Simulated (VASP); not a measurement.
Wanted: the native input for a VASP 6.6.1 run.

```yaml
Task: single point
Functional: PBE
Potentials_or_basis: VASP PAW PBE potentials, release 64 (Li_sv)
Cutoff: 520 eV
k_mesh: 22 × 22 × 22
Occupations: gaussian, width 0.15 eV
Spin: no spin polarisation
Dipole_correction: no
Further_INCAR_settings: ALGO = Normal; EDIFF = 1e-06; NBANDS = 8
```

The structure of Li lies in POSCAR:

```
Li
1.0
   -1.9644074722      1.9644074722      1.3888360828
    1.9644074722     -1.9644074722      1.3888360828
    1.9644074722      1.9644074722     -1.3888360828
Li
1
Direct
    0.0000000000      0.0000000000      0.0000000000
```

This cell differs from its parent crystal: ratio of the length along z to the lengths across it x 0.707, volume and fractional coordinates fixed.

The input as run:

INCAR

```
SYSTEM = Li
PREC = Accurate ; ENCUT = 520
EDIFF = 1E-6 ; ISMEAR = 0
SIGMA = 0.15 ; LREAL = .False.
LASPH = .True. ; NELM = 100
ALGO = Normal ; ISIF = 2
LWAVE = .False. ; LCHARG = .False.
GGA = PE ; NBANDS = 8
```

KPOINTS

```
regular mesh
0
Gamma
  22 22 22
  0 0 0
```

Potentials or basis: VASP PAW PBE potentials, release 64 (Li_sv).

The run is started by

```sh
$ cat potpaw_PBE.64/Li_sv/POTCAR > POTCAR
$ mpirun -np 1 vasp_std > vasp.out
```

Wall time 83 s on 1 thread of AMD EPYC 9755 128-Core Processor, on a shared host, peak memory 0.18 GiB.
